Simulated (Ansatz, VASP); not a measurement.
## Two plane-wave programs on Co

The input INCAR:

```
SYSTEM = Co
PREC = Accurate
ENCUT = 520
EDIFF = 1E-6
ISMEAR = 0
SIGMA = 0.1
LREAL = .FALSE.
LASPH = .TRUE.
NELM = 150
ALGO = Normal
ISIF = 2
LWAVE = .FALSE.
LCHARG = .TRUE.
ISPIN = 2
MAGMOM = 3 3
LORBIT = 11
LMAXMIX = 4
GGA = CA
LELF = .TRUE.
LVHAR = .TRUE.
NBANDS = 20
```

File KPOINTS:

```
Automatic mesh
0
G
  11 11 6
  0 0 0
```

The input POSCAR:

```
Co
1.0
    2.5053999800      0.0000000000      0.0000000000
   -1.2526999900      2.1697400300      0.0000000000
    0.0000000000      0.0000000000      4.0893000000
Co
2
Direct
    0.3333333300      0.6666666700      0.2500000000
    0.6666666700      0.3333333300      0.7500000000
```

Input for Ansatz:

```yaml
crystal:
  lattice:
    - [2.50539998, 0.0, 0.0]
    - [-1.25269999, 2.16974003, 0.0]
    - [0.0, 0.0, 4.0893]
  atoms:
    - { symbol: Co, position: [0.33333333, 0.66666667, 0.25], spin: 3.0 }
    - { symbol: Co, position: [0.66666667, 0.33333333, 0.75], spin: 3.0 }
magnetization:
  spin_polarized: true
hamiltonian:
  xc: lda
  pseudopotentials: { kind: paw }
basis:
  ecutwfc: 420
kpoints:
  mp_grid: { grid: [11, 11, 6] }
scf:
  occupations: { method: gaussian, width: 0.1 }
output:
  forces: true
  stress: true
```

Alike in both runs: task single point; functional LDA; k mesh 11 × 11 × 6; occupations gaussian, width 0.1 eV; collinear spin.

```csv
,VASP,Ansatz
version,VASP 6.6.1,Ansatz 0.2.0
potentials or method,"VASP PAW LDA potentials, release 64 (Co), cutoff 520 eV","PAW, plane waves, scalar-relativistic"
valence electrons in the cell,18,34
```

Ansatz gave:

| Item | Value |
| --- | --- |
| pressure (GPa) | -22.8 |
| traceless stress, the component that is largest in VASP (GPa) | -1.97 |
| net moment per atom (μB) | 1.55 |
| size of the moment on the site where the two differ most (μB) | 1.61 |

What did VASP give for the same quantities?

Pressure (GPa): -23.2; traceless stress, the component that is largest in VASP (GPa): -2.13; net moment per atom (μB): 1.55; size of the moment on the site where the two differ most (μB): 1.56.

LDA's correlation is that of Perdew and Zunger in VASP and of Perdew and Wang (1992) in Ansatz. Site moments also hang on the region over which each program counts them. VASP's potentials hold 18 valence electrons a cell and Ansatz's 34, so a difference there can come from the potentials and not from the codes.
